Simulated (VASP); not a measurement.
# TiO (P-6m2) in VASP: single point with PBEsol

Aim: the single point of TiO with PBEsol.

All numbers are computed with VASP 6.6.1; they aren't measurements. Logs are shortened: lines on timing, memory, paths and dates and some standing lists are left out, and cuts for length are marked.

## 1. The cell of the first run

The structure is hexagonal, space group P-6m2 (No. 187). The conventional cell has a = 2.789 Å, b = 2.789 Å, c = 2.794 Å, α = 90.00°, β = 90.00°, γ = 120.00°. Within 2.8 Å of Ti (site symmetry -6m2) lie 6 O at 2.13 Å and 8 Ti at 2.79 Å. Within 2.8 Å of O (site symmetry -6m2) lie 6 Ti at 2.13 Å and 8 O at 2.79 Å.

## 2. Single point, PBEsol

INCAR reads:

```
  PREC = Accurate
  ENCUT = 520
  EDIFF = 1E-6
  ISMEAR = 0
  SIGMA = 0.15
  LREAL = False
  LASPH = True
  NELM = 80
  ALGO = Normal
  ISIF = 2
  LWAVE = False
  LCHARG = True
  GGA = PS
  LELF = True
  LVHAR = True
  NBANDS = 16
```

KPOINTS reads:

```
Automatic mesh
0
Gamma
  18 18 16
```

POSCAR reads:

```
TiO
1.0
    2.7885979981      0.0000000000      0.0000000000
   -1.3942989991      2.4149967073      0.0000000000
    0.0000000000      0.0000000000      2.7937580351
Ti O
1 1
Direct
    0.6666666667      0.3333333333      0.0000000000
    0.0000000000      0.0000000000      0.5000000000
```

Potentials or basis: VASP PAW PBE potentials, release 64 (Ti_sv, O).

On the command line:

```bash
cat potpaw_PBE.64/Ti_sv/POTCAR potpaw_PBE.64/O/POTCAR > POTCAR
mpirun -np 1 vasp_std > vasp.out
```

OUTCAR:

```text
PREC = Accurate
   ENCUT = 520
   EDIFF = 1E-6
   ISMEAR = 0
   LREAL = False
   LASPH = True
   NELM = 80
   ISIF = 2
   GGA = PS

 ion  position               nearest neighbor table
   1  0.667  0.333  0.000-   2 2.13   2 2.13   2 2.13   2 2.13   2 2.13   2 2.13
   2  0.000  0.000  0.500-   1 2.13   1 2.13   1 2.13   1 2.13   1 2.13   1 2.13

  LATTYP: Found a hexagonal cell.
 ALAT       =     2.7885979981
 C/A-ratio  =     1.0018504055

  Lattice vectors:

 A1 = (   2.7885979981,   0.0000000000,   0.0000000000)
 A2 = (  -1.3942989991,   2.4149967073,   0.0000000000)
 A3 = (   0.0000000000,   0.0000000000,   2.7937580351)

Analysis of symmetry for initial positions (statically):
=====================================================================
 Subroutine PRICEL returns:
 Original cell was already a primitive cell.

 Routine SETGRP: Setting up the symmetry group for a
 hexagonal supercell.

 Subroutine GETGRP returns: Found 12 space group operations
 (whereof 12 operations were pure point group operations)
 out of a pool of 24 trial point group operations.

The static configuration has the point symmetry D_3h.

Analysis of symmetry for dynamics (positions and initial velocities):
=====================================================================
 Subroutine PRICEL returns:
 Original cell was already a primitive cell.

 Routine SETGRP: Setting up the symmetry group for a
 hexagonal supercell.

 Subroutine GETGRP returns: Found 12 space group operations
 (whereof 12 operations were pure point group operations)
 out of a pool of 24 trial point group operations.

The dynamic configuration has the point symmetry D_3h.

 Subroutine INISYM returns: Found 12 space group operations
 (whereof 12 operations are pure point group operations),
 and found     1 'primitive' translations

----------------------------------------------------------------------------------------

                                     Primitive cell

  volume of cell :      18.8144

  direct lattice vectors                    reciprocal lattice vectors
     2.788597998  0.000000000  0.000000000     0.358603141  0.207039620  0.000000000
    -1.394298999  2.414996707  0.000000000     0.000000000  0.414079240  0.000000000
     0.000000000  0.000000000  2.793758035     0.000000000  0.000000000  0.357940805

  length of vectors
     2.788597998  2.788597998  2.793758035     0.414079240  0.414079240  0.357940805

  position of ions in fractional coordinates (direct lattice)
     0.666666667  0.333333333  0.000000000
     0.000000000  0.000000000  0.500000000

  ion indices of the primitive-cell ions
   primitive index   ion index
                 1           1
                 2           2

----------------------------------------------------------------------------------------

 KPOINTS: Automatic mesh

Automatic generation of k-mesh.
 Grid dimensions read from file:
 generate k-points for:   18   18   16

 Generating k-lattice:

  Cartesian coordinates                     Fractional coordinates (reciprocal lattice)
     0.019922397  0.011502201  0.000000000     0.055555556  0.000000000  0.000000000
     0.000000000  0.023004402  0.000000000     0.000000000  0.055555556  0.000000000
     0.000000000  0.000000000  0.022371300     0.000000000  0.000000000  0.062500000

  Length of vectors
     0.023004402  0.023004402  0.022371300

  Shift w.r.t. Gamma in fractional coordinates (k-lattice)
     0.000000000  0.000000000  0.000000000

 Subroutine IBZKPT returns following result:
 ===========================================

 Found    333 irreducible k-points:

 Following reciprocal coordinates:
            Coordinates               Weight
  0.000000  0.000000  0.000000      1.000000
  0.055556 -0.000000  0.000000      6.000000
  0.111111 -0.000000  0.000000      6.000000
  0.166667 -0.000000  0.000000      6.000000
  0.222222 -0.000000  0.000000      6.000000
  0.277778 -0.000000  0.000000      6.000000
[... 16 lines left out ...]
  0.333333  0.111111  0.000000     12.000000
  0.388889  0.111111  0.000000     12.000000
 [... further k-points ...]
   k-points           NKPTS =    333   k-points in BZ     NKDIM =    333   number of bands    NBANDS=     16
   number of dos      NEDOS =    301   number of ions     NIONS =      2
   total plane-waves  NPLWV =  13824
   dimension x,y,z NGX =    24 NGY =   24 NGZ =   24
   dimension x,y,z NGXF=    48 NGYF=   48 NGZF=   48
   ions per type =               1   1
   NGX,Y,Z   is equivalent  to a cutoff of  14.31, 14.31, 14.28 a.u.
   NGXF,Y,Z  is equivalent  to a cutoff of  28.62, 28.62, 28.56 a.u.
 SYSTEM =  unknown system
   PREC   = accura    normal or accurate (medium, high low for compatibility)
   ISTART =      0    job   : 0-new  1-cont  2-samecut
   ICHARG =      2    charge: 1-file 2-atom 10-const
   ISPIN  =      1    spin polarized calculation?
   LNONCOLLINEAR =      F non collinear calculations
   LSORBIT =      F    spin-orbit coupling
   LASPH  =      T    aspherical Exc in radial PAW
   ENCUT  =  520.0 eV  38.22 Ry    6.18 a.u.   5.18  5.18  5.19*2*pi/ulx,y,z
   NELM   =     80;   NELMIN=  2; NELMDL= -5     # of ELM steps
   EDIFF  = 0.1E-05   stopping-criterion for ELM
   LREAL  =      F    real-space projection
   EDIFFG = 0.1E-04   stopping-criterion for IOM
   NSW    =      0    number of steps for IOM
   IBRION =     -1    ionic relax: 0-MD 1-quasi-New 2-CG
   NFREE  =      0    steps in history (QN), initial steepest desc. (CG)
   ISIF   =      2    stress and relaxation
   ISYM   =      2    0-nonsym 1-usesym 2-fastsym
   POTIM  = 0.5000    time-step for ionic-motion
   TEBEG  =    0.0;   TEEND  =   0.0 temperature during run
   PSTRESS=    0.0 pullay stress
   NELECT =      18.0000    total number of electrons
   NUPDOWN=      -1.0000    fix difference up-down
   EMIN   =  10.00;   EMAX   =-10.00  energy-range for DOS
   EFERMI =   0.00;   METHOD = LEGACY
   ISMEAR =     0;   SIGMA  =   0.15  broadening in eV -4-tet -1-fermi 0-gaus
   EFERMI_NEDOS =   21; number of points for ismear=-14 and -15
   IALGO  =     38    algorithm
   IMIX   =      4    mixing-type and parameters
     AMIX     =   0.40;   BMIX     =  1.00
     AMIX_MAG =   1.60;   BMIX_MAG =  1.00
  volume/ion in A,a.u.               =       9.41        63.48
  Fermi-wavevector in a.u.,A,eV,Ry     =   1.613127  3.048368 35.404795  2.602179
  Thomas-Fermi vector in A             =   2.708246
   LORBIT       =      0    0 simple, 1 ext, 2 COOP (PROOUT), +10 PAW based schemes
   GGA     = PS    functional components
   LHFCALC =     F    Hartree Fock is set to
   AEXX    =    0.0000 exact exchange contribution
   IVDW    =     0    specifies the selected vdW correction
   LEPSILON=     F    determine dielectric tensor
   LRPA    =     F    only Hartree local field effects (RPA)
 non-spin polarized calculation
 Gauss-broadening in eV      SIGMA  =   0.15
  energy-cutoff  :      520.00
  volume of cell :       18.81
 maximum number of plane-waves:       527
 NGX is ok and might be reduce to    24
   NGX = 11   NGY = 11   NGZ = 11

 number of electron      17.9999999 magnetization

 Free energy of the ion-electron system (eV)
  ---------------------------------------------------
  ext. energy  EPLUGINS =         0.00000000
  ---------------------------------------------------
  free energy    TOTEN  =       -18.77287458 eV

  energy without entropy =      -18.77229654  energy(sigma->0) =      -18.77258556

 E-fermi :  11.6067     XC(G=0): -13.2571

 val. band max:       11.4507266643   @ k =   0.0556  -0.0000   0.5000
 cond. band min:      11.6327083861   @ k =   0.0000   0.0000   0.5000
 fundamental gap:      0.1819817217
 Fermi energy:        11.6066682162

 k-point     1 :       0.0000    0.0000    0.0000
  band No.  band energies     occupation
      1     -45.8749      2.00000
      2     -22.1402      2.00000
      3     -21.7562      2.00000
      4     -21.7562      2.00000
      5     -10.4073      2.00000
      6       5.8439      2.00000
[... 8 lines left out ...]
     15      25.9025      0.00000
     16      28.9814      0.00000

 k-point     2 :       0.0556   -0.0000    0.0000
  band No.  band energies     occupation
      1     -45.8704      2.00000
      2     -22.1362      2.00000
      3     -21.7872      2.00000
      4     -21.7622      2.00000
      5     -10.3657      2.00000
      6       5.6871      2.00000
[... 8 lines left out ...]
     15      25.8303      0.00000
     16      28.9429      0.00000

 k-point     3 :       0.1111   -0.0000    0.0000
  band No.  band energies     occupation
      1     -45.8574      2.00000
      2     -22.1247      2.00000
      3     -21.8757      2.00000
      4     -21.7795      2.00000
      5     -10.2462      2.00000
      6       5.2736      2.00000
[... 8 lines left out ...]
     15      25.6465      0.00000
     16      28.8091      0.00000

 k-point     4 :       0.1667   -0.0000    0.0000
  band No.  band energies     occupation
      1     -45.8373      2.00000
      2     -22.1069      2.00000
      3     -22.0088      2.00000
      4     -21.8058      2.00000
      5     -10.0634      2.00000
      6       4.7194      2.00000
[... 8 lines left out ...]
     15      25.4215      0.00000
     16      28.5409      0.00000

 k-point     5 :       0.2222   -0.0000    0.0000
  band No.  band energies     occupation
      1     -45.8126      2.00000
      2     -22.1683      2.00000
      3     -22.0850      2.00000
      4     -21.8379      2.00000
      5      -9.8385      2.00000
      6       4.1279      2.00000
[... 8 lines left out ...]
     15      25.2104      0.00000
     16      28.1115      0.00000

 k-point     6 :       0.2778   -0.0000    0.0000
  band No.  band energies     occupation
      1     -45.7862      2.00000
      2     -22.3340      2.00000
      3     -22.0617      2.00000
      4     -21.8719      2.00000
      5      -9.5976      2.00000
      6       3.5704      2.00000
[... 8 lines left out ...]
     15      25.0038      0.00000
     16      27.5652      0.00000

 k-point     7 :       0.3333   -0.0000    0.0000
  band No.  band energies     occupation
      1     -45.7612      2.00000
      2     -22.4860      2.00000
      3     -22.0397      2.00000
      4     -21.9037      2.00000
      5      -9.3689      2.00000
      6       3.0943      2.00000
[... 8 lines left out ...]
     15      24.6934      0.00000
     16      27.0718      0.00000

 k-point     8 :       0.3889   -0.0000    0.0000
  band No.  band energies     occupation
      1     -45.7408      2.00000
      2     -22.6075      2.00000
      3     -22.0217      2.00000
      4     -21.9295      2.00000
      5      -9.1800      2.00000
      6       2.7316      2.00000
[... 8 lines left out ...]
     15      24.1844      0.00000
     16      26.8193      0.00000

 k-point     9 :       0.4444   -0.0000    0.0000
  band No.  band energies     occupation
      1     -45.7274      2.00000
      2     -22.6857      2.00000
      3     -22.0099      2.00000
      4     -21.9462      2.00000
      5      -9.0553      2.00000
      6       2.5049      2.00000
[... 8 lines left out ...]
     15      23.6505      0.00000
     16      26.7685      0.00000
[... 172 lines left out ...]
 k-point    19 :       0.1111    0.1111    0.0000
  band No.  band energies     occupation
      1     -45.8262      2.00000
      2     -22.0971      2.00000
      3     -22.0708      2.00000
      4     -21.8311      2.00000
      5      -9.9621      2.00000
      6       4.4839      2.00000
[... 8 lines left out ...]
     15      25.3282      0.00000
     16      28.3876      0.00000

 k-point    20 :       0.1667    0.1111    0.0000
  band No.  band energies     occupation
      1     -45.8029      2.00000
      2     -22.2083      2.00000
      3     -22.0765      2.00000
      4     -21.8729      2.00000
      5      -9.7501      2.00000
      6       3.9979      2.00000
[... 8 lines left out ...]
     15      25.1619      0.00000
     16      27.9796      0.00000

 k-point    21 :       0.2222    0.1111    0.0000
  band No.  band energies     occupation
      1     -45.7781      2.00000
      2     -22.3507      2.00000
      3     -22.0545      2.00000
      4     -21.9179      2.00000
      5      -9.5229      2.00000
      6       3.5363      2.00000
[... 8 lines left out ...]
     15      24.9932      0.00000
     16      27.4670      0.00000

 k-point    22 :       0.2778    0.1111    0.0000
  band No.  band energies     occupation
      1     -45.7546      2.00000
      2     -22.4815      2.00000
      3     -22.0339      2.00000
      4     -21.9603      2.00000
      5      -9.3073      2.00000
      6       3.1409      2.00000
[... 8 lines left out ...]
     15      24.7308      0.00000
     16      26.9813      0.00000

 k-point    23 :       0.3333    0.1111    0.0000
  band No.  band energies     occupation
      1     -45.7354      2.00000
      2     -22.5862      2.00000
      3     -22.0169      2.00000
      4     -21.9947      2.00000
      5      -9.1296      2.00000
      6       2.8399      2.00000
[... 8 lines left out ...]
     15      24.2828      0.00000
     16      26.6874      0.00000

 k-point    24 :       0.3889    0.1111    0.0000
  band No.  band energies     occupation
      1     -45.7228      2.00000
      2     -22.6537      2.00000
      3     -22.0171      2.00000
      4     -22.0058      2.00000
      5      -9.0124      2.00000
      6       2.6521      2.00000
[... 8 lines left out ...]
     15      23.7841      0.00000
     16      26.5825      0.00000

 [... further k-points ...]
[... 5 lines left out ...]
  --------------------------------------------------------------------------------------
  -------------------------------------------------------------------------------------
  Total        0.0816527      0.0816527      0.1112803     -0.0000000     -0.0000000      0.0000000
  in kB        6.9532798      6.9532798      9.4762741     -0.0000000     -0.0000000      0.0000000
  external PRESSURE =       7.7942779 kB  Pullay stress =       0.0000000 kB

 VOLUME and BASIS-vectors are now :
 -----------------------------------------------------------------------------
  energy-cutoff  :      520.00
  volume of cell :       18.81
      direct lattice vectors                 reciprocal lattice vectors
     2.788597998  0.000000000  0.000000000     0.358603141  0.207039620  0.000000000
    -1.394298999  2.414996707  0.000000000     0.000000000  0.414079240  0.000000000
     0.000000000  0.000000000  2.793758035     0.000000000  0.000000000  0.357940805

 POSITION                                       TOTAL-FORCE (eV/Angst)
 -----------------------------------------------------------------------------------
      1.39430      0.80500      0.00000         0.000000      0.000000      0.000000
      0.00000      0.00000      1.39688        -0.000000      0.000000      0.000000
 -----------------------------------------------------------------------------------
    total drift:                               -0.000000      0.000000      0.000000

  FREE ENERGIE OF THE ION-ELECTRON SYSTEM (eV)
  ---------------------------------------------------
  free  energy   TOTEN  =       -18.7728745849 eV

  energy  without entropy=      -18.7722965429  energy(sigma->0) =      -18.77258556
```

It used 130 s of CPU time on 1 thread of AMD EPYC 7R13 Processor (Zen 3) (shared host).

Results:

```yaml
Free_energy: -18.7729 eV
Pressure: 0.8 GPa
Band_gap_on_the_k_mesh: zero (band 9 reaches 11.71 eV, above the bottom of band 10 at 11.63 eV)
```

Stress tensor (GPa, compression positive):
```
0.70 0.00 0.00
0.00 0.70 0.00
0.00 0.00 0.95
```

Caveat: the PAW data sets were made with another functional, which shifts forces and pressure a little; semilocal functionals often make such compounds metallic where correlation or magnetic order opens a gap, which also shifts bond lengths.
